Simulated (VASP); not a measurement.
Ga: single point with RPBE

Crystal: Ga.

```
Ga
1.0
     3.03208    0.00000    0.00000
    -1.51604    2.62586    0.00000
     0.00000    0.00000    4.78244
Ga
2
Cartesian
  0.0000 1.7506 1.1956
  1.5160 0.8753 3.5868
```

This isn't the form of Ga at room conditions, which is orthorhombic.

- Program: VASP 6.6.1
- Task: single point
- Functional: RPBE
- Potentials or basis: VASP PAW PBE potentials, release 64 (Ga_d)
- Cutoff: 520 eV
- k mesh: 13 × 13 × 8
- Occupations: fermi-dirac, width 0.1 eV
- Spin: no spin polarisation
- Dipole correction: no
- Further INCAR settings: ALGO = Normal; EDIFF = 1e-06; NBANDS = 20

```json
{
 "Pressure": "2.0 GPa",
 "Band gap on the k mesh": "zero (bands 13 and 14 overlap by 7.68 eV)"
}
```

Stress tensor (GPa, compression positive):
```
2.10 0.00 0.00
0.00 2.10 0.00
0.00 0.00 1.90
```

Levels at points of the mesh, in eV from the Fermi level:
| k point | band 11 | band 12 | band 13 | band 14 | band 15 | band 16 |
| --- | --- | --- | --- | --- | --- | --- |
| (0.00, 0.00, 0.00) | -11.00 | -4.51 | -3.81 | 9.11 | 9.11 | 11.15 |
| (0.00, 0.00, 0.50) | -9.31 | -9.31 | 4.20 | 4.20 | 10.37 | 10.37 |

Run time: 81 s on 1 thread of Intel Xeon 8259CL (shared host), peak memory 0.2 GiB.

Caveat: the PAW data sets were made with another functional, which shifts forces and pressure a little.
